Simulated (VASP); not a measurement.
Here is a VASP 6.6.1 calculation.

File INCAR:

```
SYSTEM = Ga3SbAs2
  ALGO = Normal
  EDIFF = 1E-6
  ENCUT = 520
  GGA = PE
  ISIF = 2
  ISMEAR = 0
  LASPH = .TRUE.
  LCHARG = .FALSE.
  LREAL = .FALSE.
  LWAVE = .FALSE.
  NBANDS = 36
  NELM = 100
  PREC = Accurate
  SIGMA = 0.1
```

The input KPOINTS:

```
k-points
0
G
  12 12 4
  0 0 0
```

POSCAR

```
Ga3SbAs2
1.0
    3.9999132402      0.0000000277      0.0000000000
   -1.9999566441      3.4640264651      0.0000000000
    0.0000000000      0.0000000000      9.8288142306
Ga Sb As
3 1 2
Direct
    0.0000000000      0.0000000000      0.0150484469
    0.6666666667      0.3333333333      0.3329626470
    0.3333333333      0.6666666667      0.6531770729
    0.3333333333      0.6666666667      0.9141683141
    0.0000000000      0.0000000000      0.2575318838
    0.6666666667      0.3333333333      0.5771116354
```

Potentials or basis: VASP PAW PBE potentials, release 64 (Ga_d, Sb, As).

Command:

```console
$ cat potpaw_PBE.64/Ga_d/POTCAR potpaw_PBE.64/Sb/POTCAR potpaw_PBE.64/As/POTCAR > POTCAR
$ mpirun -np 1 vasp_std > vasp.out
```

What does it give for the band gap on the k mesh?

Zero (filled and empty bands touch).

What does it give for the largest force?

0.006 eV/Å.

Estimate the pressure.

9.5 GPa.

Forces on the atoms (eV/Å):
```
Ga   0.000  0.000 -0.006
Ga   0.000  0.000 -0.004
Ga   0.000  0.000 -0.001
Sb   0.000  0.000  0.003
As   0.000  0.000  0.003
As   0.000  0.000  0.005
```

Caveat: spin-orbit coupling is left out, which moves the levels of the heavy elements.
